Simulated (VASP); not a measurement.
# CuO (I4/mmm) in VASP: further runs

Runs on CuO. Level: PBE. Tasks: single point.

Everything below comes from runs of VASP 6.6.1. Logs are shortened: lines on timing, memory, paths and dates and some standing lists are left out, and cuts for length are marked.

## Step 1: The cell of the first run

The typed cell holds 2 atoms: a = 2.970 Å, b = 2.970 Å, c = 2.970 Å, α = 119.98°, β = 119.98°, γ = 90.04°.

## Step 2: Single point, PBE (volume scaled by 0.97, then relaxed in part)

Input file INCAR:

```
ALGO = Normal ; EDIFF = 1E-7
ENCUT = 520 ; GGA = PE
ISIF = 2 ; ISMEAR = 0
LASPH = T ; LCHARG = T
LELF = T ; LREAL = F
LVHAR = T ; LWAVE = F
NBANDS = 16 ; NELM = 100
PREC = Accurate ; SIGMA = 0.1
```

Input file KPOINTS:

```
k-points
0
Gamma
  26 26 26
```

Input file POSCAR:

```
CuO
1.0
   -1.4857249213      1.4857249213      2.0996941988
    1.4857249213     -1.4857249213      2.0996941988
    1.4857249213      1.4857249213     -2.0996941988
Cu O
1 1
Direct
    0.5000000000      0.5000000000      0.0000000000
    0.0000000000      0.0000000000      0.0000000000
```

Potentials or basis: VASP PAW PBE potentials, release 64 (Cu, O).

Command:

```
cat potpaw_PBE.64/Cu/POTCAR potpaw_PBE.64/O/POTCAR > POTCAR
mpirun -np 1 vasp_std > vasp.out
```

OUTCAR:

```text
EDIFF = 1E-7
   ENCUT = 520
   GGA = PE
   ISIF = 2
   ISMEAR = 0
   LASPH = T
   LREAL = F
   NELM = 100
   PREC = Accurate

 ion  position               nearest neighbor table
   1  0.500  0.500  0.000-   2 2.10   2 2.10   2 2.10   2 2.10   2 2.10   2 2.10
   2  0.000  0.000  0.000-   1 2.10   1 2.10   1 2.10   1 2.10   1 2.10   1 2.10

  LATTYP: Found a body centered tetragonal cell.
 ALAT       =     2.9714498426
 C/A-ratio  =     1.4132455939

  Lattice vectors:

 A1 = (  -1.4857249213,   1.4857249213,   2.0996941988)
 A2 = (   1.4857249213,  -1.4857249213,   2.0996941988)
 A3 = (   1.4857249213,   1.4857249213,  -2.0996941988)

Analysis of symmetry for initial positions (statically):
=====================================================================
 Subroutine PRICEL returns:
 Original cell was already a primitive cell.

 Routine SETGRP: Setting up the symmetry group for a
 body centered tetragonal supercell.

 Subroutine GETGRP returns: Found 16 space group operations
 (whereof 16 operations were pure point group operations)
 out of a pool of 16 trial point group operations.

The static configuration has the point symmetry D_4h.

Analysis of symmetry for dynamics (positions and initial velocities):
=====================================================================
 Subroutine PRICEL returns:
 Original cell was already a primitive cell.

 Routine SETGRP: Setting up the symmetry group for a
 body centered tetragonal supercell.

 Subroutine GETGRP returns: Found 16 space group operations
 (whereof 16 operations were pure point group operations)
 out of a pool of 16 trial point group operations.

The dynamic configuration has the point symmetry D_4h.

 Subroutine INISYM returns: Found 16 space group operations
 (whereof 16 operations are pure point group operations),
 and found     1 'primitive' translations

----------------------------------------------------------------------------------------

                                     Primitive cell

  volume of cell :      18.5393

  direct lattice vectors                    reciprocal lattice vectors
    -1.485724921  1.485724921  2.099694199     0.000000000  0.336536052  0.238129914
     1.485724921 -1.485724921  2.099694199     0.336536052  0.000000000  0.238129914
     1.485724921  1.485724921 -2.099694199     0.336536052  0.336536052  0.000000000

  length of vectors
     2.970433102  2.970433102  2.970433102     0.412264928  0.412264928  0.475933850

[... 75 lines left out ...]
   LNONCOLLINEAR =      F non collinear calculations
   LSORBIT =      F    spin-orbit coupling
   LASPH  =      T    aspherical Exc in radial PAW
   ENCUT  =  520.0 eV  38.22 Ry    6.18 a.u.   5.52  5.52  5.52*2*pi/ulx,y,z
   NELM   =    100;   NELMIN=  2; NELMDL= -5     # of ELM steps
   EDIFF  = 0.1E-06   stopping-criterion for ELM
   LREAL  =      F    real-space projection
   EDIFFG = 0.1E-05   stopping-criterion for IOM
   NSW    =      0    number of steps for IOM
   IBRION =     -1    ionic relax: 0-MD 1-quasi-New 2-CG
   NFREE  =      0    steps in history (QN), initial steepest desc. (CG)
   ISIF   =      2    stress and relaxation
   ISYM   =      2    0-nonsym 1-usesym 2-fastsym
   POTIM  = 0.5000    time-step for ionic-motion
   TEBEG  =    0.0;   TEEND  =   0.0 temperature during run
   PSTRESS=    0.0 pullay stress
   NELECT =      17.0000    total number of electrons
   NUPDOWN=      -1.0000    fix difference up-down
   EMIN   =  10.00;   EMAX   =-10.00  energy-range for DOS
   EFERMI =   0.00;   METHOD = LEGACY
   ISMEAR =     0;   SIGMA  =   0.10  broadening in eV -4-tet -1-fermi 0-gaus
   EFERMI_NEDOS =   21; number of points for ismear=-14 and -15
   IALGO  =     38    algorithm
   IMIX   =      4    mixing-type and parameters
     AMIX     =   0.40;   BMIX     =  1.00
     AMIX_MAG =   1.60;   BMIX_MAG =  1.00
  volume/ion in A,a.u.               =       9.27        62.55
  Fermi-wavevector in a.u.,A,eV,Ry     =   1.590475  3.005562 34.417444  2.529611
  Thomas-Fermi vector in A             =   2.689164
   LORBIT       =      0    0 simple, 1 ext, 2 COOP (PROOUT), +10 PAW based schemes
   GGA     = PE    functional components
   LHFCALC =     F    Hartree Fock is set to
   AEXX    =    0.0000 exact exchange contribution
   IVDW    =     0    specifies the selected vdW correction
   LEPSILON=     F    determine dielectric tensor
   LRPA    =     F    only Hartree local field effects (RPA)
 non-spin polarized calculation
 Gauss-broadening in eV      SIGMA  =   0.10
  energy-cutoff  :      520.00
  volume of cell :       18.54
 maximum number of plane-waves:       531
 NGX is ok and might be reduce to    24
   NGX = 11   NGY = 11   NGZ = 11

 number of electron      16.9999993 magnetization

 Free energy of the ion-electron system (eV)
  ---------------------------------------------------
  ext. energy  EPLUGINS =         0.00000000
  ---------------------------------------------------
  free energy    TOTEN  =        -9.52549546 eV

  energy without entropy =       -9.51824443  energy(sigma->0) =       -9.52186995

 E-fermi :   6.5402     XC(G=0): -12.5561

 val. band max:        6.5394954701   @ k =  -0.3846   0.1538   0.0000
 cond. band min:       6.5403313441   @ k =  -0.3077  -0.4231   0.0769
 fundamental gap:      0.0008358740
 Fermi energy:         6.5401658160

 k-point     1 :       0.0000    0.0000    0.0000
  band No.  band energies     occupation
      1     -13.2401      2.00000
      2       3.9911      2.00000
      3       3.9911      2.00000
      4       3.9941      2.00000
      5       4.0764      2.00000
      6       4.0796      2.00000
[... 433 lines left out ...]
      3       1.5534      2.00000
      4       1.5956      2.00000
      5       4.5535      2.00000
      6       4.5917      2.00000
[... 8 lines left out ...]
     15      30.4105      0.00000
     16      31.2699      0.00000

 [... further k-points ...]
[... 5 lines left out ...]
  --------------------------------------------------------------------------------------
  -------------------------------------------------------------------------------------
  Total        0.7076079      0.7076079      0.7130083      0.0000000     -0.0000000     -0.0000000
  in kB       61.1519609     61.1519609     61.6186695      0.0000000     -0.0000000     -0.0000000
  external PRESSURE =      61.3075304 kB  Pullay stress =       0.0000000 kB

 VOLUME and BASIS-vectors are now :
 -----------------------------------------------------------------------------
  energy-cutoff  :      520.00
  volume of cell :       18.54
      direct lattice vectors                 reciprocal lattice vectors
    -1.485724921  1.485724921  2.099694199     0.000000000  0.336536052  0.238129914
     1.485724921 -1.485724921  2.099694199     0.336536052  0.000000000  0.238129914
     1.485724921  1.485724921 -2.099694199     0.336536052  0.336536052  0.000000000

 POSITION                                       TOTAL-FORCE (eV/Angst)
 -----------------------------------------------------------------------------------
      0.00000      0.00000      2.09969        -0.000000      0.000000     -0.000000
      0.00000      0.00000      0.00000         0.000000     -0.000000      0.000000
 -----------------------------------------------------------------------------------
    total drift:                               -0.000000      0.000000      0.000000

  FREE ENERGIE OF THE ION-ELECTRON SYSTEM (eV)
  ---------------------------------------------------
  free  energy   TOTEN  =        -9.5254954603 eV

  energy  without entropy=       -9.5182444320  energy(sigma->0) =       -9.52186995
```

OSZICAR:

```text
N       E                     dE             d eps       ncg     rms          rms(c)
DAV:   1     0.745227783010E+02    0.74523E+02   -0.78280E+03 46392   0.163E+03
DAV:   2    -0.857966285908E+01   -0.83102E+02   -0.73656E+02 45792   0.266E+02
DAV:   3    -0.121903989487E+02   -0.36107E+01   -0.34245E+01 52536   0.551E+01
DAV:   4    -0.122187516736E+02   -0.28353E-01   -0.28340E-01 50008   0.479E+00
DAV:   5    -0.122190921944E+02   -0.34052E-03   -0.34052E-03 55120   0.564E-01    0.108E+01
DAV:   6    -0.108276504850E+02    0.13914E+01   -0.11729E+01 51504   0.999E+01    0.841E+00
DAV:   7    -0.955942319889E+01    0.12682E+01   -0.34561E+00 55144   0.776E+01    0.163E+00
DAV:   8    -0.954493669925E+01    0.14486E-01   -0.21963E-01 62424   0.563E+00    0.979E-01
DAV:   9    -0.952634584065E+01    0.18591E-01   -0.18315E-02 70376   0.477E+00    0.277E-01
DAV:  10    -0.952542149418E+01    0.92435E-03   -0.39394E-03 65824   0.174E+00    0.773E-02
DAV:  11    -0.952551558803E+01   -0.94094E-04   -0.78556E-04 64168   0.410E-01    0.407E-02
DAV:  12    -0.952549834957E+01    0.17238E-04   -0.94427E-05 59280   0.114E-01    0.127E-02
DAV:  13    -0.952549556452E+01    0.27851E-05   -0.75385E-06 63872   0.320E-02    0.114E-03
DAV:  14    -0.952549544538E+01    0.11914E-06   -0.41820E-07 52008   0.702E-03    0.925E-04
DAV:  15    -0.952549546032E+01   -0.14940E-07   -0.15835E-08 26184   0.350E-03
   1 F= -.95254955E+01 E0= -.95218699E+01  d E =-.725103E-02
```

Run time: 4.6 min. Hardware: 1 thread of Intel Xeon Platinum 8375C at 2.90GHz (Ice Lake), shared host; peak memory 0.49 GiB.

What came out:

```
Free energy : -9.5255 eV
Pressure    : 6.1 GPa
```

Caveat: the cell differs from its parent crystal (volume scaled by 0.97, then relaxed in part); an odd number of electrons without spin polarisation forces a metal; a magnetic or distorted state may lie lower; semilocal functionals often make such compounds metallic where correlation or magnetic order opens a gap, which also shifts bond lengths.

## Step 3: Single point, PBE

This run uses another cell than the first one, of 9.56 Å³/atom, 1.031 times its volume.

Input file INCAR:

```
ALGO = Normal ; EDIFF = 1E-6
ENCUT = 520 ; GGA = PE
ISIF = 2 ; ISMEAR = 0
LASPH = T ; LCHARG = F
LREAL = F ; LWAVE = F
NBANDS = 16 ; NELM = 60
PREC = Accurate ; SIGMA = 0.1
```

KPOINTS is that of step 2.

Input file POSCAR:

```
CuO
1.0
   -1.5008864269      1.5008864269      2.1211211297
    1.5008864269     -1.5008864269      2.1211211297
    1.5008864269      1.5008864269     -2.1211211297
Cu O
1 1
Direct
    0.5000000000      0.5000000000      0.0000000000
    0.0000000000      0.0000000000      0.0000000000
```

Potentials or basis: VASP PAW PBE potentials, release 64 (Cu, O).

Command:

```
cat potpaw_PBE.64/Cu/POTCAR potpaw_PBE.64/O/POTCAR > POTCAR
mpirun -np 1 vasp_std > vasp.out
```

It took 4 min on 1 thread of Intel Xeon Platinum 8375C at 2.90GHz (Ice Lake), shared host; peak memory 0.48 GiB.

The run converged. Its results:

| Property | Result |
| --- | --- |
| Free energy | -9.5376 eV |
| Pressure | 0.2 GPa |

Levels at points of the mesh, in eV from the Fermi level:
| k point | band 7 | band 8 | band 9 | band 10 | band 11 | band 12 |
| --- | --- | --- | --- | --- | --- | --- |
| (0.00, 0.00, 0.00) | -2.34 | -2.19 | -2.19 | 1.39 | 18.16 | 18.63 |
| (0.50, 0.00, 0.00) | -1.40 | 0.72 | 0.72 | 5.73 | 9.55 | 13.72 |
| (0.50, 0.50, 0.00) | -1.64 | -1.64 | -1.47 | 5.61 | 10.56 | 12.06 |
| (0.50, 0.50, 0.50) | -1.64 | -1.64 | -1.47 | 5.61 | 10.57 | 12.06 |

Caveat: an odd number of electrons without spin polarisation forces a metal; a magnetic or distorted state may lie lower; semilocal functionals often make such compounds metallic where correlation or magnetic order opens a gap, which also shifts bond lengths. With open d or f shells a metallic result of PBE can be an artefact of self-interaction; +U or a hybrid may open a gap.
